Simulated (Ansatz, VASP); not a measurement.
**MgO: VASP beside Ansatz**

Contents of INCAR:

```
  ALGO = Normal
  EDIFF = 1E-6
  ENCUT = 520
  GGA = PE
  ISIF = 2
  ISMEAR = 0
  LASPH = True
  LCHARG = False
  LREAL = False
  LWAVE = False
  NBANDS = 16
  NELM = 60
  PREC = Accurate
  SIGMA = 0.01
```

Contents of KPOINTS:

```
k-points
0
Gamma
  9 9 6
```

The input POSCAR:

```
MgO
1.0
    3.4850363670      0.0000000000      0.0000000000
   -1.7425181835      3.0181300269      0.0000000000
    0.0000000000      0.0000000000      4.1957762210
Mg O
2 2
Direct
    0.3333333333      0.6666666667      0.2500000000
    0.6666666667      0.3333333333      0.7500000000
    0.6666666667      0.3333333333      0.2500000000
    0.3333333333      0.6666666667      0.7500000000
```

Input for Ansatz:

```yaml
crystal:
  lattice:
    - [3.485036367, 0.0, 0.0]
    - [-1.7425181835, 3.0181300269, 0.0]
    - [0.0, 0.0, 4.195776221]
  atoms:
    - { symbol: Mg, position: [0.3333333333, 0.6666666667, 0.25] }
    - { symbol: Mg, position: [0.6666666667, 0.3333333333, 0.75] }
    - { symbol: O, position: [0.6666666667, 0.3333333333, 0.25] }
    - { symbol: O, position: [0.3333333333, 0.6666666667, 0.75] }
kpoints:
  mp_grid: { grid: [9, 9, 6] }
hamiltonian:
  xc: pbe
scf:
  occupations: { method: fixed }
  n_extra_bands: 5
output:
  forces: true
  stress: true
  eigenvalues: true
```

Alike in both runs: task single point; functional PBE; k mesh 9 × 9 × 6; no spin polarisation.

|  | VASP | Ansatz |
| --- | --- | --- |
| version | VASP 6.6.1 | Ansatz 0.2.0 |
| potentials or method | VASP PAW PBE potentials, release 64 (Mg, O) | plane waves, PAW |
| plane-wave cutoff (eV) | 520 | 420 |
| occupations | gaussian, width 0.01 eV | fixed |
| valence electrons in the cell | 16 | 32 |

|  | VASP | Ansatz | Ansatz less VASP |
| --- | --- | --- | --- |
| gap on the k mesh at the Fermi level (eV) | 3.42 | 3.43 | +0.016 |
| pressure (GPa) | 3.5 | 4.0 | +0.49 |
| traceless stress, the component that is largest in VASP (GPa) | 0.02 | 0.13 | +0.105 |

VASP's potentials hold 16 valence electrons a cell and Ansatz's 32, so a difference there can come from the potentials and not from the codes.
